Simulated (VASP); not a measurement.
# LiF in VASP: a series of runs

Runs on LiF. Level: r2SCAN. Tasks: single point.

Everything below comes from runs of VASP 6.6.1. Logs are shortened: lines on timing, memory, paths and dates and some standing lists are left out, and cuts for length are marked.

## (1) The cell of the first run

Symmetry: Fm-3m, No. 225, cubic system. Conventional cell: a = 3.706 Å, b = 3.706 Å, c = 3.706 Å, α = 90.00°, β = 90.00°, γ = 90.00°. Li (site symmetry m-3m) has 6 F at 1.85 Å within 2.5 Å. Within 2.5 Å of F (site symmetry m-3m) lie 6 Li at 1.85 Å.

## (2) Single point, r2SCAN (strain -0.080 along x and y, -0.080 along z)

Contents of POSCAR:

```
LiF
1.0
    0.0000000000      1.8528800000      1.8528800000
    1.8528800000      0.0000000000      1.8528800000
    1.8528800000      1.8528800000      0.0000000000
Li F
1 1
Direct
    0.0000000000      0.0000000000      0.0000000000
    0.5000000000      0.5000000000      0.5000000000
```

Contents of INCAR.step1:

```
PREC = Accurate
ENCUT = 520
ISMEAR = 0
SIGMA = 0.05
LREAL = F
LASPH = T
NELM = 60
NBANDS = 12
GGA = PE
ALGO = Normal
EDIFF = 1E-4
LWAVE = T
LCHARG = F
```

Contents of INCAR.step2:

```
PREC = Accurate
ENCUT = 520
EDIFF = 1E-6
ISMEAR = 0
SIGMA = 0.05
LREAL = F
LASPH = T
NELM = 60
ALGO = Normal
ISIF = 2
LWAVE = F
LCHARG = F
METAGGA = R2SCAN
LMIXTAU = T
NBANDS = 12
ISTART = 1
```

Contents of KPOINTS:

```
Automatic mesh
0
Gamma
  10 10 10
```

Potentials or basis: VASP PAW PBE potentials, release 64 (Li_sv, F).

Run with:

```console
cat potpaw_PBE.64/Li_sv/POTCAR potpaw_PBE.64/F/POTCAR > POTCAR
cp INCAR.step1 INCAR
mpirun -np 1 vasp_std > vasp.out
cp INCAR.step2 INCAR
mpirun -np 1 vasp_std > vasp.out
```

OUTCAR:

```text
PREC = Accurate
   ENCUT = 520
   EDIFF = 1E-6
   ISMEAR = 0
   LREAL = F
   LASPH = T
   NELM = 60
   ISIF = 2
   METAGGA = R2SCAN
   ISTART = 1

 ion  position               nearest neighbor table
   1  0.000  0.000  0.000-   2 1.85   2 1.85   2 1.85   2 1.85   2 1.85   2 1.85
   2  0.500  0.500  0.500-   1 1.85   1 1.85   1 1.85   1 1.85   1 1.85   1 1.85

  LATTYP: Found a face centered cubic cell.
 ALAT       =     3.7057600000

  Lattice vectors:

 A1 = (   0.0000000000,   1.8528800000,   1.8528800000)
 A2 = (   1.8528800000,   0.0000000000,   1.8528800000)
 A3 = (   1.8528800000,   1.8528800000,   0.0000000000)

Analysis of symmetry for initial positions (statically):
=====================================================================
 Subroutine PRICEL returns:
 Original cell was already a primitive cell.

 Routine SETGRP: Setting up the symmetry group for a
 face centered cubic supercell.

 Subroutine GETGRP returns: Found 48 space group operations
 (whereof 48 operations were pure point group operations)
 out of a pool of 48 trial point group operations.

The static configuration has the point symmetry O_h .

Analysis of symmetry for dynamics (positions and initial velocities):
=====================================================================
 Subroutine PRICEL returns:
 Original cell was already a primitive cell.

 Routine SETGRP: Setting up the symmetry group for a
 face centered cubic supercell.

 Subroutine GETGRP returns: Found 48 space group operations
 (whereof 48 operations were pure point group operations)
 out of a pool of 48 trial point group operations.

The dynamic configuration has the point symmetry O_h .

 Subroutine INISYM returns: Found 48 space group operations
 (whereof 48 operations are pure point group operations),
 and found     1 'primitive' translations

----------------------------------------------------------------------------------------

                                     Primitive cell

  volume of cell :      12.7225

  direct lattice vectors                    reciprocal lattice vectors
     0.000000000  1.852880000  1.852880000    -0.269850179  0.269850179  0.269850179
     1.852880000  0.000000000  1.852880000     0.269850179 -0.269850179  0.269850179
     1.852880000  1.852880000  0.000000000     0.269850179  0.269850179 -0.269850179

  length of vectors
     2.620368025  2.620368025  2.620368025     0.467394221  0.467394221  0.467394221

  position of ions in fractional coordinates (direct lattice)
     0.000000000  0.000000000  0.000000000
     0.500000000  0.500000000  0.500000000

  ion indices of the primitive-cell ions
   primitive index   ion index
                 1           1
                 2           2

----------------------------------------------------------------------------------------

 KPOINTS: Automatic mesh

Automatic generation of k-mesh.
 Grid dimensions read from file:
 generate k-points for:   10   10   10

 Generating k-lattice:

  Cartesian coordinates                     Fractional coordinates (reciprocal lattice)
    -0.026985018  0.026985018  0.026985018     0.100000000  0.000000000  0.000000000
     0.026985018 -0.026985018  0.026985018     0.000000000  0.100000000  0.000000000
     0.026985018  0.026985018 -0.026985018     0.000000000  0.000000000  0.100000000

  Length of vectors
     0.046739422  0.046739422  0.046739422

  Shift w.r.t. Gamma in fractional coordinates (k-lattice)
     0.000000000  0.000000000  0.000000000

 Subroutine IBZKPT returns following result:
 ===========================================

 Found     47 irreducible k-points:

 Following reciprocal coordinates:
            Coordinates               Weight
  0.000000  0.000000  0.000000      1.000000
  0.100000  0.000000  0.000000      8.000000
  0.200000  0.000000  0.000000      8.000000
  0.300000  0.000000  0.000000      8.000000
  0.400000  0.000000  0.000000      8.000000
  0.500000  0.000000  0.000000      4.000000
[... 16 lines left out ...]
  0.300000  0.300000  0.000000      6.000000
  0.400000  0.300000  0.000000     24.000000
 [... further k-points ...]
   k-points           NKPTS =     47   k-points in BZ     NKDIM =     47   number of bands    NBANDS=     12
   number of dos      NEDOS =    301   number of ions     NIONS =      2
   total plane-waves  NPLWV =   8000
   dimension x,y,z NGX =    20 NGY =   20 NGZ =   20
   dimension x,y,z NGXF=    40 NGYF=   40 NGZF=   40
   ions per type =               1   1
   NGX,Y,Z   is equivalent  to a cutoff of  12.69, 12.69, 12.69 a.u.
   NGXF,Y,Z  is equivalent  to a cutoff of  25.38, 25.38, 25.38 a.u.
 SYSTEM =  unknown system
   PREC   = accura    normal or accurate (medium, high low for compatibility)
   ISTART =      1    job   : 0-new  1-cont  2-samecut
   ICHARG =      0    charge: 1-file 2-atom 10-const
   ISPIN  =      1    spin polarized calculation?
   LNONCOLLINEAR =      F non collinear calculations
   LSORBIT =      F    spin-orbit coupling
   LASPH  =      T    aspherical Exc in radial PAW
   ENCUT  =  520.0 eV  38.22 Ry    6.18 a.u.   4.87  4.87  4.87*2*pi/ulx,y,z
   NELM   =     60;   NELMIN=  2; NELMDL=  0     # of ELM steps
   EDIFF  = 0.1E-05   stopping-criterion for ELM
   LREAL  =      F    real-space projection
   EDIFFG = 0.1E-04   stopping-criterion for IOM
   NSW    =      0    number of steps for IOM
   IBRION =     -1    ionic relax: 0-MD 1-quasi-New 2-CG
   NFREE  =      0    steps in history (QN), initial steepest desc. (CG)
   ISIF   =      2    stress and relaxation
   ISYM   =      2    0-nonsym 1-usesym 2-fastsym
   POTIM  = 0.5000    time-step for ionic-motion
   TEBEG  =    0.0;   TEEND  =   0.0 temperature during run
   PSTRESS=    0.0 pullay stress
   NELECT =      10.0000    total number of electrons
   NUPDOWN=      -1.0000    fix difference up-down
   EMIN   =  10.00;   EMAX   =-10.00  energy-range for DOS
   EFERMI =   0.00;   METHOD = LEGACY
   ISMEAR =     0;   SIGMA  =   0.05  broadening in eV -4-tet -1-fermi 0-gaus
   EFERMI_NEDOS =   21; number of points for ismear=-14 and -15
   IALGO  =     38    algorithm
   IMIX   =      4    mixing-type and parameters
     AMIX     =   0.40;   BMIX     =  1.00
     AMIX_MAG =   1.60;   BMIX_MAG =  1.00
  volume/ion in A,a.u.               =       6.36        42.93
  Fermi-wavevector in a.u.,A,eV,Ry     =   1.510837  2.855067 31.057035  2.282628
  Thomas-Fermi vector in A             =   2.620974
   LORBIT       =      0    0 simple, 1 ext, 2 COOP (PROOUT), +10 PAW based schemes
   METAGGA = R2SCAN    functional components
   LHFCALC =     F    Hartree Fock is set to
   AEXX    =    0.0000 exact exchange contribution
   IVDW    =     0    specifies the selected vdW correction
   LEPSILON=     F    determine dielectric tensor
   LRPA    =     F    only Hartree local field effects (RPA)
 non-spin polarized calculation
 Gauss-broadening in eV      SIGMA  =   0.05
  energy-cutoff  :      520.00
  volume of cell :       12.72
 maximum number of plane-waves:       352
   NGX =  9   NGY =  9   NGZ =  9

 number of electron      10.0000014 magnetization

 Free energy of the ion-electron system (eV)
  ---------------------------------------------------
  ext. energy  EPLUGINS =         0.00000000
  ---------------------------------------------------
  free energy    TOTEN  =       -11.67479481 eV

  energy without entropy =      -11.67479481  energy(sigma->0) =      -11.67479481

 E-fermi :   0.4417     XC(G=0): -11.9281

 val. band max:        0.1324530996   @ k =   0.0000   0.0000   0.0000
 cond. band min:      13.1303785948   @ k =   0.0000   0.0000   0.0000
 fundamental gap:     12.9979254953
 Fermi energy:         0.4417359069

 k-point     1 :       0.0000    0.0000    0.0000
  band No.  band energies     occupation
      1     -41.5913      2.00000
      2     -21.7433      2.00000
      3       0.1324      2.00000
      4       0.1324      2.00000
      5       0.1325      2.00000
      6      13.1304      0.00000
      7      28.2159      0.00000
      8      28.2159      0.00000
      9      28.2160      0.00000
     10      29.8911      0.00000
     11      29.8911      0.00000
     12      29.8911      0.00000

 k-point     2 :       0.1000    0.0000    0.0000
  band No.  band energies     occupation
      1     -41.5755      2.00000
      2     -21.6934      2.00000
      3      -0.2312      2.00000
      4       0.0969      2.00000
      5       0.0970      2.00000
      6      13.3881      0.00000
      7      25.2610      0.00000
      8      27.4052      0.00000
      9      27.4053      0.00000
     10      30.1536      0.00000
     11      30.1538      0.00000
     12      30.9784      0.00000

 k-point     3 :       0.2000    0.0000    0.0000
  band No.  band energies     occupation
      1     -41.5340      2.00000
      2     -21.5573      2.00000
      3      -1.1247      2.00000
      4       0.0062      2.00000
      5       0.0062      2.00000
      6      13.8643      0.00000
      7      22.6039      0.00000
      8      25.6500      0.00000
      9      25.6501      0.00000
     10      31.4468      0.00000
     11      31.4470      0.00000
     12      32.2510      0.00000
[... 286 lines left out ...]
 k-point    23 :       0.3000    0.3000    0.0000
  band No.  band energies     occupation
      1     -41.4541      2.00000
      2     -21.1370      2.00000
      3      -2.4362      2.00000
      4      -0.8406      2.00000
      5      -0.8406      2.00000
      6      16.3537      0.00000
      7      20.5563      0.00000
      8      23.6926      0.00000
      9      25.2857      0.00000
     10      25.2858      0.00000
     11      40.5782      0.00000
     12      42.6549      0.00000

 k-point    24 :       0.4000    0.3000    0.0000
  band No.  band energies     occupation
      1     -41.4240      2.00000
      2     -20.9610      2.00000
      3      -3.0658      2.00000
      4      -1.1388      2.00000
      5      -0.9833      2.00000
      6      17.1190      0.00000
      7      19.6072      0.00000
      8      23.2760      0.00000
      9      25.0412      0.00000
     10      26.1625      0.00000
     11      41.3314      0.00000
     12      42.1887      0.00000

 [... further k-points ...]

------------------------ aborting loop because EDIFF is reached ----------------------------------------

  FORCE on cell =-STRESS in cart. coord.  units (eV):
  Direction    XX          YY          ZZ          XY          YZ          ZX
  --------------------------------------------------------------------------------------
  -------------------------------------------------------------------------------------
  Total        2.1339262      2.1339262      2.1339262     -0.0000000     -0.0000000      0.0000000
  in kB      268.7312065    268.7312065    268.7312065     -0.0000000     -0.0000000      0.0000000
  external PRESSURE =     268.7312065 kB  Pullay stress =       0.0000000 kB

 VOLUME and BASIS-vectors are now :
 -----------------------------------------------------------------------------
  energy-cutoff  :      520.00
  volume of cell :       12.72
      direct lattice vectors                 reciprocal lattice vectors
     0.000000000  1.852880000  1.852880000    -0.269850179  0.269850179  0.269850179
     1.852880000  0.000000000  1.852880000     0.269850179 -0.269850179  0.269850179
     1.852880000  1.852880000  0.000000000     0.269850179  0.269850179 -0.269850179

 POSITION                                       TOTAL-FORCE (eV/Angst)
 -----------------------------------------------------------------------------------
      0.00000      0.00000      0.00000        -0.000000      0.000000     -0.000000
      1.85288      1.85288      1.85288         0.000000     -0.000000      0.000000
 -----------------------------------------------------------------------------------
    total drift:                                0.000000      0.000000      0.000000

  FREE ENERGIE OF THE ION-ELECTRON SYSTEM (eV)
  ---------------------------------------------------
  free  energy   TOTEN  =       -11.6747948122 eV

  energy  without entropy=      -11.6747948122  energy(sigma->0) =      -11.67479481
```

It took 29 s on 1 thread of Intel Xeon Platinum 8259CL at 2.50GHz (Skylake/Cascade Lake), shared host; peak memory 0.12 GiB.

Results:

```yaml
Free_energy: -11.6748 eV
Band_gap_on_the_k_mesh: 13.00 eV
```

Caveat: the cell differs from its parent crystal (strain -0.080 along x and y, -0.080 along z); the cutoff is under 1.25 times the usual one of these potentials, so pressure, stress and relaxed cells hold a basis-set (Pulay) error; the PAW data sets were made with another functional, which shifts forces and pressure a little.

## (3) Single point, r2SCAN (strain +0.080 along x and y, +0.080 along z)

Contents of POSCAR:

```
LiF
1.0
    0.0000000000      2.1751200000      2.1751200000
    2.1751200000      0.0000000000      2.1751200000
    2.1751200000      2.1751200000      0.0000000000
Li F
1 1
Direct
    0.0000000000      0.0000000000      0.0000000000
    0.5000000000      0.5000000000      0.5000000000
```

Contents of INCAR.step1:

```
PREC = Accurate
ENCUT = 520
ISMEAR = 0
SIGMA = 0.05
LREAL = False
LASPH = True
NELM = 80
NBANDS = 12
GGA = PE
ALGO = Normal
EDIFF = 1E-4
LWAVE = True
LCHARG = False
```

Contents of INCAR.step2:

```
PREC = Accurate
ENCUT = 520
EDIFF = 1E-6
ISMEAR = 0
SIGMA = 0.05
LREAL = False
LASPH = True
NELM = 80
ALGO = Normal
ISIF = 2
LWAVE = False
LCHARG = True
METAGGA = R2SCAN
LMIXTAU = True
LELF = True
LVHAR = True
NBANDS = 12
ISTART = 1
```

Contents of KPOINTS:

```
regular mesh
0
Gamma
  10 10 10
```

Potentials or basis: VASP PAW PBE potentials, release 64 (Li_sv, F).

Run with:

```console
cat potpaw_PBE.64/Li_sv/POTCAR potpaw_PBE.64/F/POTCAR > POTCAR
cp INCAR.step1 INCAR
mpirun -np 1 vasp_std > vasp.out
cp INCAR.step2 INCAR
mpirun -np 1 vasp_std > vasp.out
```

Run time: 28 s. Hardware: 1 thread of Intel Xeon Platinum 8259CL at 2.50GHz (Skylake/Cascade Lake), shared host; peak memory 0.14 GiB.

It converged, with:

| Item | Value |
| --- | --- |
| Free energy | -11.6722 eV |
| Band gap on the k mesh | 8.31 eV |

Levels at points of the mesh, in eV from the valence-band top:
```csv
k point,band 2,band 3,band 4,band 5,band 6,band 7,band 8,band 9
"(0.00, 0.00, 0.00)",-20.56,0.00,0.00,0.00,8.31,22.86,22.86,22.87
"(0.50, 0.00, 0.00)",-20.30,-1.87,-0.17,-0.17,10.60,15.41,18.48,18.48
"(0.50, 0.50, 0.00)",-20.16,-2.14,-0.71,-0.71,13.91,16.24,16.25,19.15
```

Caveat: the cell differs from its parent crystal (strain +0.080 along x and y, +0.080 along z); the cutoff is under 1.25 times the usual one of these potentials, so pressure, stress and relaxed cells hold a basis-set (Pulay) error; the PAW data sets were made with another functional, which shifts forces and pressure a little. A k mesh can miss the band edges.

## (4) Single point, r2SCAN (strain -0.080 along x and y, -0.040 along z)

Contents of POSCAR:

```
LiF
1.0
    0.0000000000      1.8528800000      1.9334400000
    1.8528800000      0.0000000000      1.9334400000
    1.8528800000      1.8528800000      0.0000000000
Li F
1 1
Direct
    0.0000000000      0.0000000000      0.0000000000
    0.5000000000      0.5000000000      0.5000000000
```

Contents of INCAR.step1:

```
SYSTEM = LiF
PREC     = Accurate       ! precision mode
ENCUT    = 520            ! plane-wave cutoff, eV
ISMEAR   = 0              ! smearing method
SIGMA    = 0.05           ! smearing width, eV
LREAL    = .FALSE.        ! projectors in reciprocal space
LASPH    = .TRUE.         ! aspherical terms in the spheres
NELM     = 80             ! most SCF steps
NBANDS   = 12             ! bands
GGA      = PE             ! functional
ALGO     = Normal         ! electronic algorithm
EDIFF    = 1E-4           ! SCF threshold, eV
LWAVE    = .TRUE.         ! write WAVECAR
LCHARG   = .FALSE.        ! write CHGCAR
```

Contents of INCAR.step2:

```
SYSTEM = LiF
PREC     = Accurate       ! precision mode
ENCUT    = 520            ! plane-wave cutoff, eV
EDIFF    = 1E-6           ! SCF threshold, eV
ISMEAR   = 0              ! smearing method
SIGMA    = 0.05           ! smearing width, eV
LREAL    = .FALSE.        ! projectors in reciprocal space
LASPH    = .TRUE.         ! aspherical terms in the spheres
NELM     = 80             ! most SCF steps
ALGO     = Normal         ! electronic algorithm
ISIF     = 2              ! what is computed and relaxed
LWAVE    = .FALSE.        ! write WAVECAR
LCHARG   = .FALSE.        ! write CHGCAR
METAGGA  = R2SCAN         ! meta-GGA
LMIXTAU  = .TRUE.       
NBANDS   = 12             ! bands
ISTART   = 1
```

Contents of KPOINTS:

```
Automatic mesh
0
G
  10 10 10
  0 0 0
```

Run with:

```console
cat potpaw_PBE.64/Li_sv/POTCAR potpaw_PBE.64/F/POTCAR > POTCAR
cp INCAR.step1 INCAR
mpirun -np 1 vasp_std > vasp.out
cp INCAR.step2 INCAR
mpirun -np 1 vasp_std > vasp.out
```

Run time: 54 s. Hardware: 1 thread of Intel Xeon Platinum 8259CL at 2.50GHz (Skylake/Cascade Lake), shared host; peak memory 0.13 GiB.

Results (log left out):

* Free energy: -11.7469 eV
* Band gap on the k mesh: 12.31 eV

Levels at points of the mesh, in eV from the valence-band top:
| k point | band 1 | band 2 | band 3 | band 4 | band 5 | band 6 | band 7 | band 8 | band 9 | band 10 |
| --- | --- | --- | --- | --- | --- | --- | --- | --- | --- | --- |
| (0.00, 0.00, 0.00) | -41.75 | -21.79 | -0.10 | -0.10 | 0.00 | 12.31 | 27.33 | 27.74 | 27.74 | 28.07 |
| (0.50, 0.00, 0.00) | -41.61 | -21.24 | -3.26 | -0.46 | -0.32 | 13.00 | 20.75 | 21.66 | 22.58 | 35.78 |
| (0.50, 0.50, 0.00) | -41.59 | -20.83 | -4.14 | -1.31 | -1.31 | 17.63 | 18.88 | 21.75 | 25.09 | 25.09 |
| (0.50, 0.00, 0.50) | -41.57 | -20.76 | -4.07 | -1.66 | -1.32 | 18.21 | 18.55 | 21.66 | 23.90 | 24.86 |

Caveat: the cell differs from its parent crystal (strain -0.080 along x and y, -0.040 along z); the cutoff is under 1.25 times the usual one of these potentials, so pressure, stress and relaxed cells hold a basis-set (Pulay) error; the PAW data sets were made with another functional, which shifts forces and pressure a little. A k mesh can miss the band edges.

## (5) Single point, r2SCAN (strain -0.080 along x and y, +0.000 along z)

Contents of POSCAR:

```
LiF
1.0
    0.0000000000      1.8528800000      2.0140000000
    1.8528800000      0.0000000000      2.0140000000
    1.8528800000      1.8528800000      0.0000000000
Li F
1 1
Direct
    0.0000000000      0.0000000000      0.0000000000
    0.5000000000      0.5000000000      0.5000000000
```

Contents of INCAR.step1:

```
SYSTEM = LiF
PREC = Accurate
ENCUT = 520
ISMEAR = 0
SIGMA = 0.05
LREAL = .FALSE.
LASPH = .TRUE.
NELM = 80
NBANDS = 12
GGA = PE
ALGO = Normal
EDIFF = 1E-4
LWAVE = .TRUE.
LCHARG = .FALSE.
```

Contents of INCAR.step2:

```
SYSTEM = LiF
PREC = Accurate
ENCUT = 520
EDIFF = 1E-6
ISMEAR = 0
SIGMA = 0.05
LREAL = .FALSE.
LASPH = .TRUE.
NELM = 80
ALGO = Normal
ISIF = 2
LWAVE = .FALSE.
LCHARG = .FALSE.
METAGGA = R2SCAN
LMIXTAU = .TRUE.
NBANDS = 12
ISTART = 1
```

Contents of KPOINTS:

```
regular mesh
0
G
  10 10 10
  0 0 0
```

Run with:

```console
cat potpaw_PBE.64/Li_sv/POTCAR potpaw_PBE.64/F/POTCAR > POTCAR
cp INCAR.step1 INCAR
mpirun -np 1 vasp_std > vasp.out
cp INCAR.step2 INCAR
mpirun -np 1 vasp_std > vasp.out
```

Run time: 51 s. Hardware: 1 thread of Intel Xeon Platinum 8259CL at 2.50GHz (Skylake/Cascade Lake), shared host; peak memory 0.13 GiB.

The run converged. Its results:

```
Free energy            : -11.7821 eV
Band gap on the k mesh : 11.74 eV
```

Levels at points of the mesh, in eV from the valence-band top:
| k point | band 3 | band 4 | band 5 | band 6 | band 7 | band 8 |
| --- | --- | --- | --- | --- | --- | --- |
| (0.00, 0.00, 0.00) | -0.16 | -0.16 | 0.00 | 11.74 | 26.70 | 26.74 |
| (0.50, 0.00, 0.00) | -3.13 | -0.53 | -0.28 | 12.70 | 20.10 | 20.98 |
| (0.50, 0.50, 0.00) | -3.97 | -1.17 | -1.17 | 16.63 | 19.09 | 21.23 |
| (0.50, 0.00, 0.50) | -3.87 | -1.81 | -1.18 | 17.85 | 18.35 | 21.04 |

Caveat: the cell differs from its parent crystal (strain -0.080 along x and y, +0.000 along z); the cutoff is under 1.25 times the usual one of these potentials, so pressure, stress and relaxed cells hold a basis-set (Pulay) error; the PAW data sets were made with another functional, which shifts forces and pressure a little. A k mesh can miss the band edges.

(Continued in part 2 of 2.)
